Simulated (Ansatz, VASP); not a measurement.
# Two plane-wave programs on KCl

```
K Cl
1.0
     3.74322    0.00000    0.00000
     0.00000    3.74322    0.00000
     0.00000    0.00000    3.83920
K Cl
1 1
Direct
  0.00000 0.00000 0.00000
  0.50000 0.50000 0.50000
```

Change from the starting cell: strain -0.025 along x and y, +0.000 along z, atoms carried along.

Alike in both runs: task single point; functional PBEsol; k mesh 6 × 6 × 6; occupations gaussian, width 0.05 eV; no spin polarisation.

|  | VASP | Ansatz |
| --- | --- | --- |
| version | VASP 6.6.1 | Ansatz 0.2.0 |
| potentials or method | VASP PAW PBE potentials, release 64 (K_sv, Cl), cutoff 520 eV | scalar-relativistic, plane waves, PAW |
| valence electrons in the cell | 16 | 16 |

```tsv
	VASP	Ansatz	Ansatz less VASP
gap on the k mesh at the Fermi level (eV)	4.78	4.78	+0.004
least direct gap on the mesh (eV)	4.99	4.99	+0.003
pressure (GPa)	-0.6	-0.6	-0.03
traceless stress, the component that is largest in VASP (GPa)	-0.75	-0.75	-0.001
```

VASP's potentials were made for PBE, not for PBEsol.
